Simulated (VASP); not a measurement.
# AlAu in VASP: notebook, part 2 of 3

VASP 6.6.1. Earlier steps stand in the parts before.

### Step 3. Single point, r2SCAN

The input, POSCAR:

```
AlAu
1.0
    3.2239420000      0.0000000000      0.0000000000
    0.0000000000      3.2239420000      0.0000000000
    0.0000000000      0.0000000000      3.2239420000
Al Au
1 1
Direct
    0.0000000000      0.0000000000      0.0000000000
    0.5000000000      0.5000000000      0.4689820723
```

The input, INCAR.step1:

```
SYSTEM = AlAu
PREC = Accurate ; ENCUT = 520
ISMEAR = 1 ; SIGMA = 0.2
LREAL = .FALSE. ; LASPH = .TRUE.
NELM = 80 ; NBANDS = 14
GGA = PE ; ALGO = Normal
EDIFF = 1E-4 ; LWAVE = .TRUE.
LCHARG = .FALSE.
```

The input, INCAR.step2:

```
SYSTEM = AlAu
PREC = Accurate ; ENCUT = 520
EDIFF = 1E-7 ; ISMEAR = 1
SIGMA = 0.2 ; LREAL = .FALSE.
LASPH = .TRUE. ; NELM = 80
ALGO = Normal ; ISIF = 2
LWAVE = .FALSE. ; LCHARG = .TRUE.
METAGGA = R2SCAN ; LMIXTAU = .TRUE.
LELF = .TRUE. ; LVHAR = .TRUE.
NBANDS = 14 ; ISTART = 1
```

The input, KPOINTS:

```
Automatic mesh
0
Gamma
  9 9 9
  0.5 0.5 0.5
```

Potentials or basis: VASP PAW PBE potentials, release 64 (Al, Au).

The run is started by

```bash
> cat potpaw_PBE.64/Al/POTCAR potpaw_PBE.64/Au/POTCAR > POTCAR
> cp INCAR.step1 INCAR
> mpirun -np 1 vasp_std > vasp.out
> cp INCAR.step2 INCAR
> mpirun -np 1 vasp_std > vasp.out
```

OUTCAR:

```text
SYSTEM = AlAu
   PREC = Accurate
   ENCUT = 520
   EDIFF = 1E-7
   ISMEAR = 1
   LREAL = .FALSE.
   LASPH = .TRUE.
   NELM = 80
   ISIF = 2
   METAGGA = R2SCAN
   ISTART = 1

 ion  position               nearest neighbor table
   1  0.000  0.000  0.000-   2 2.74   2 2.74   2 2.74   2 2.74   2 2.85   2 2.85   2 2.85   2 2.85

   2  0.500  0.500  0.469-   1 2.74   1 2.74   1 2.74   1 2.74   1 2.85   1 2.85   1 2.85   1 2.85

  LATTYP: Found a simple cubic cell.
 ALAT       =     3.2239420000

  Lattice vectors:

 A1 = (   3.2239420000,   0.0000000000,   0.0000000000)
 A2 = (   0.0000000000,   3.2239420000,   0.0000000000)
 A3 = (   0.0000000000,   0.0000000000,   3.2239420000)

Analysis of symmetry for initial positions (statically):
=====================================================================
 Subroutine PRICEL returns:
 Original cell was already a primitive cell.

 Routine SETGRP: Setting up the symmetry group for a
 simple cubic supercell.

 Subroutine GETGRP returns: Found  8 space group operations
 (whereof  8 operations were pure point group operations)
 out of a pool of 48 trial point group operations.

The static configuration has the point symmetry C_4v.

Analysis of symmetry for dynamics (positions and initial velocities):
=====================================================================
 Subroutine PRICEL returns:
 Original cell was already a primitive cell.

 Routine SETGRP: Setting up the symmetry group for a
 simple cubic supercell.

 Subroutine GETGRP returns: Found  8 space group operations
 (whereof  8 operations were pure point group operations)
 out of a pool of 48 trial point group operations.

The dynamic configuration has the point symmetry C_4v.

 Subroutine INISYM returns: Found  8 space group operations
 (whereof  8 operations are pure point group operations),
 and found     1 'primitive' translations

----------------------------------------------------------------------------------------

                                     Primitive cell

  volume of cell :      33.5090

  direct lattice vectors                    reciprocal lattice vectors
     3.223942000  0.000000000  0.000000000     0.310179277  0.000000000  0.000000000
     0.000000000  3.223942000  0.000000000     0.000000000  0.310179277  0.000000000
     0.000000000  0.000000000  3.223942000     0.000000000  0.000000000  0.310179277

  length of vectors
     3.223942000  3.223942000  3.223942000     0.310179277  0.310179277  0.310179277

  position of ions in fractional coordinates (direct lattice)
     0.000000000  0.000000000  0.000000000
     0.500000000  0.500000000  0.468982072

  ion indices of the primitive-cell ions
   primitive index   ion index
                 1           1
                 2           2

----------------------------------------------------------------------------------------

 KPOINTS: Automatic mesh

Automatic generation of k-mesh.
 Grid dimensions read from file:
 generate k-points for:    9    9    9

 Generating k-lattice:

  Cartesian coordinates                     Fractional coordinates (reciprocal lattice)
     0.034464364  0.000000000  0.000000000     0.111111111  0.000000000  0.000000000
     0.000000000  0.034464364  0.000000000     0.000000000  0.111111111  0.000000000
     0.000000000  0.000000000  0.034464364     0.000000000  0.000000000  0.111111111

  Length of vectors
     0.034464364  0.034464364  0.034464364

  Shift w.r.t. Gamma in fractional coordinates (k-lattice)
     0.500000000  0.500000000  0.500000000

 Subroutine IBZKPT returns following result:
 ===========================================

 Found     75 irreducible k-points:

 Following reciprocal coordinates:
            Coordinates               Weight
  0.055556  0.055556  0.055556      8.000000
  0.166667  0.055556  0.055556     16.000000
  0.055556  0.055556  0.166667      8.000000
  0.277778  0.055556  0.055556     16.000000
  0.055556  0.055556  0.277778      8.000000
  0.388889  0.055556  0.055556     16.000000
[... 16 lines left out ...]
  0.388889  0.277778  0.055556     16.000000
  0.055556  0.388889  0.277778     16.000000
 [... further k-points ...]
   k-points           NKPTS =     75   k-points in BZ     NKDIM =     75   number of bands    NBANDS=     14
   number of dos      NEDOS =    301   number of ions     NIONS =      2
   total plane-waves  NPLWV =  13824
   dimension x,y,z NGX =    24 NGY =   24 NGZ =   24
   dimension x,y,z NGXF=    48 NGYF=   48 NGZF=   48
   ions per type =               1   1
   NGX,Y,Z   is equivalent  to a cutoff of  12.38, 12.38, 12.38 a.u.
   NGXF,Y,Z  is equivalent  to a cutoff of  24.75, 24.75, 24.75 a.u.
 SYSTEM =  AlAu
   PREC   = accura    normal or accurate (medium, high low for compatibility)
   ISTART =      1    job   : 0-new  1-cont  2-samecut
   ICHARG =      0    charge: 1-file 2-atom 10-const
   ISPIN  =      1    spin polarized calculation?
   LNONCOLLINEAR =      F non collinear calculations
   LSORBIT =      F    spin-orbit coupling
   LASPH  =      T    aspherical Exc in radial PAW
   ENCUT  =  520.0 eV  38.22 Ry    6.18 a.u.   5.99  5.99  5.99*2*pi/ulx,y,z
   NELM   =     80;   NELMIN=  2; NELMDL=  0     # of ELM steps
   EDIFF  = 0.1E-06   stopping-criterion for ELM
   LREAL  =      F    real-space projection
   EDIFFG = 0.1E-05   stopping-criterion for IOM
   NSW    =      0    number of steps for IOM
   IBRION =     -1    ionic relax: 0-MD 1-quasi-New 2-CG
   NFREE  =      0    steps in history (QN), initial steepest desc. (CG)
   ISIF   =      2    stress and relaxation
   ISYM   =      2    0-nonsym 1-usesym 2-fastsym
   POTIM  = 0.5000    time-step for ionic-motion
   TEBEG  =    0.0;   TEEND  =   0.0 temperature during run
   PSTRESS=    0.0 pullay stress
   NELECT =      14.0000    total number of electrons
   NUPDOWN=      -1.0000    fix difference up-down
   EMIN   =  10.00;   EMAX   =-10.00  energy-range for DOS
   EFERMI =   0.00;   METHOD = LEGACY
   ISMEAR =     1;   SIGMA  =   0.20  broadening in eV -4-tet -1-fermi 0-gaus
   EFERMI_NEDOS =   21; number of points for ismear=-14 and -15
   IALGO  =     38    algorithm
   IMIX   =      4    mixing-type and parameters
     AMIX     =   0.40;   BMIX     =  1.00
     AMIX_MAG =   1.60;   BMIX_MAG =  1.00
  volume/ion in A,a.u.               =      16.75       113.06
  Fermi-wavevector in a.u.,A,eV,Ry     =   1.223856  2.312752 20.379123  1.497823
  Thomas-Fermi vector in A             =   2.358952
   LORBIT       =      0    0 simple, 1 ext, 2 COOP (PROOUT), +10 PAW based schemes
   METAGGA = R2SCAN    functional components
   LHFCALC =     F    Hartree Fock is set to
   AEXX    =    0.0000 exact exchange contribution
   IVDW    =     0    specifies the selected vdW correction
   LEPSILON=     F    determine dielectric tensor
   LRPA    =     F    only Hartree local field effects (RPA)
 non-spin polarized calculation
 Methfessel and Paxton  Order N= 1 SIGMA  =   0.20
  energy-cutoff  :      520.00
  volume of cell :       33.51
 maximum number of plane-waves:       920
 NGX is ok and might be reduce to    24
   NGX = 11   NGY = 11   NGZ = 11

 number of electron      14.0000000 magnetization

 Free energy of the ion-electron system (eV)
  ---------------------------------------------------
  ext. energy  EPLUGINS =         0.00000000
  ---------------------------------------------------
  free energy    TOTEN  =       -57.77912270 eV

  energy without entropy =      -57.78089011  energy(sigma->0) =      -57.77971184

 E-fermi :   9.5658     XC(G=0): -12.4475

 val. band max:        9.4778416403   @ k =   0.5000   0.5000   0.5000
 cond. band min:       9.5993283133   @ k =   0.3889   0.5000   0.5000
 fundamental gap:      0.1214866730
 Fermi energy:         9.5658369978

 k-point     1 :       0.0556    0.0556    0.0556
  band No.  band energies     occupation
      1      -2.2556      2.00000
      2       2.6389      2.00000
      3       2.6452      2.00000
      4       4.4810      2.00000
      5       4.5077      2.00000
      6       4.5103      2.00000
      7      12.1175     -0.00000
      8      12.2985     -0.00000
      9      12.3637     -0.00000
     10      17.5375      0.00000
     11      17.5760      0.00000
     12      17.7686      0.00000
     13      25.5826      0.00000
     14      25.6157      0.00000
[... 375 lines left out ...]
 k-point    24 :       0.0556    0.3889    0.2778
  band No.  band energies     occupation
      1       0.8686      2.00000
      2       2.3111      2.00000
      3       3.6021      2.00000
      4       3.7065      2.00000
      5       4.1426      2.00000
      6       4.3448      2.00000
      7       7.1553      2.00000
      8      10.5381     -0.00000
      9      13.6979      0.00000
     10      16.2825      0.00000
     11      19.2217      0.00000
     12      19.5755      0.00000
     13      22.1618      0.00000
     14      23.7320      0.00000

 [... further k-points ...]
[... 5 lines left out ...]
  --------------------------------------------------------------------------------------
  -------------------------------------------------------------------------------------
  Total       -0.9922251     -0.9922251     -1.0377315      0.0000000      0.0000000     -0.0000000
  in kB      -47.4415791    -47.4415791    -49.6173894      0.0000000      0.0000000     -0.0000000
  external PRESSURE =     -48.1668492 kB  Pullay stress =       0.0000000 kB

 VOLUME and BASIS-vectors are now :
 -----------------------------------------------------------------------------
  energy-cutoff  :      520.00
  volume of cell :       33.51
      direct lattice vectors                 reciprocal lattice vectors
     3.223942000  0.000000000  0.000000000     0.310179277  0.000000000  0.000000000
     0.000000000  3.223942000  0.000000000     0.000000000  0.310179277  0.000000000
     0.000000000  0.000000000  3.223942000     0.000000000  0.000000000  0.310179277

 POSITION                                       TOTAL-FORCE (eV/Angst)
 -----------------------------------------------------------------------------------
      0.00000      0.00000      0.00000         0.000000      0.000000     -0.135474
      1.61197      1.61197      1.51197        -0.000000     -0.000000      0.135474
 -----------------------------------------------------------------------------------
    total drift:                                0.000000     -0.000000      0.000253

  FREE ENERGIE OF THE ION-ELECTRON SYSTEM (eV)
  ---------------------------------------------------
  free  energy   TOTEN  =       -57.7791226972 eV

  energy  without entropy=      -57.7808901112  energy(sigma->0) =      -57.77971184
```

It took 3.5 min on 1 thread of AMD EPYC 9R45, shared host; peak memory 0.14 GiB.

What came out:

- Free energy: -57.7791 eV
- Pressure: -4.8 GPa
- Largest force: 0.135 eV/Å
- Band gap on the k mesh: zero (band 7 reaches 12.12 eV, above the bottom of band 8 at 8.19 eV)

Forces in eV/Å, atoms in the order of the input:
```
Al   0.000  0.000 -0.135
Au   0.000  0.000  0.135
```

Caveat: the PAW data sets were made with another functional, which shifts forces and pressure a little; spin-orbit coupling is left out, which moves the levels of the heavy elements.

### Step 4. Single point, r2SCAN

POSCAR: that of step 3 with these lines changed.

```diff
@@ -9,2 +9,2 @@
     0.0000000000      0.0000000000      0.0000000000
-    0.5000000000      0.5000000000      0.4689820723
+    0.5000000000      0.5000000000      0.4844910361
```

The input, INCAR.step1:

```
PREC = Accurate
ENCUT = 520
ISMEAR = 1
SIGMA = 0.2
LREAL = False
LASPH = True
NELM = 100
NBANDS = 14
GGA = PE
ALGO = Normal
EDIFF = 1E-4
LWAVE = True
LCHARG = False
```

The input, INCAR.step2:

```
PREC = Accurate
ENCUT = 520
EDIFF = 1E-6
ISMEAR = 1
SIGMA = 0.2
LREAL = False
LASPH = True
NELM = 100
ALGO = Normal
ISIF = 2
LWAVE = False
LCHARG = False
METAGGA = R2SCAN
LMIXTAU = True
NBANDS = 14
ISTART = 1
```

KPOINTS is that of step 3.

The run is started by

```bash
> cat potpaw_PBE.64/Al/POTCAR potpaw_PBE.64/Au/POTCAR > POTCAR
> cp INCAR.step1 INCAR
> mpirun -np 1 vasp_std > vasp.out
> cp INCAR.step2 INCAR
> mpirun -np 1 vasp_std > vasp.out
```

Wall time 2.9 min (1 thread of AMD EPYC 9R45, shared host); peak memory 0.14 GiB.

Results (log left out):

```
Free energy            : -57.7841 eV
Pressure               : -5.1 GPa
Largest force          : 0.064 eV/Å
Band gap on the k mesh : zero (band 7 reaches 12.15 eV, above the bottom of band 8 at 8.20 eV)
```

Forces on the atoms (eV/Å):
```
Al   0.000  0.000 -0.064
Au   0.000  0.000  0.064
```

Levels at points of the mesh, in eV from the Fermi level:
```csv
k point,band 5,band 6,band 7,band 8,band 9,band 10
"(0.50, 0.50, 0.50)",-4.12,-0.09,0.93,0.93,0.93,2.28
```

Caveat: the PAW data sets were made with another functional, which shifts forces and pressure a little; spin-orbit coupling is left out, which moves the levels of the heavy elements.

(Continued in part 3 of 3.)
